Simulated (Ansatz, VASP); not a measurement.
## Zr: VASP beside Ansatz

```xyz
3
Lattice="5.0771 0.0000 0.0000 -2.5385 4.3969 0.0000 0.0000 0.0000 3.1615" Properties=species:S:1:pos:R:3 pbc="T T T"
Zr    5.0771    0.0000    3.1615
Zr    0.0000    2.9312    1.5808
Zr    2.5385    1.4656    1.5808
```

Alike in both runs: functional revPBE; k mesh 7 × 7 × 10; occupations fermi-dirac, width 0.1 eV; no spin polarisation.

Ansatz relaxed the structure, and its values are those at the end. VASP's run is a single point on that final structure, the one shown.

|  | VASP | Ansatz |
| --- | --- | --- |
| version | VASP 6.6.1 | Ansatz 0.2.0 |
| potentials or method | VASP PAW PBE potentials, release 64 (Zr_sv), cutoff 520 eV | plane waves (420 eV) with PAW, scalar-relativistic |
| valence electrons in the cell | 36 | 36 |

|  | VASP | Ansatz | Ansatz less VASP |
| --- | --- | --- | --- |
| pressure (GPa) | 0.0 | 0.0 | 0.00 |

VASP's potentials were made for PBE, not for revPBE. With one functional, cell and mesh, what is left measures potentials, basis and numerics.
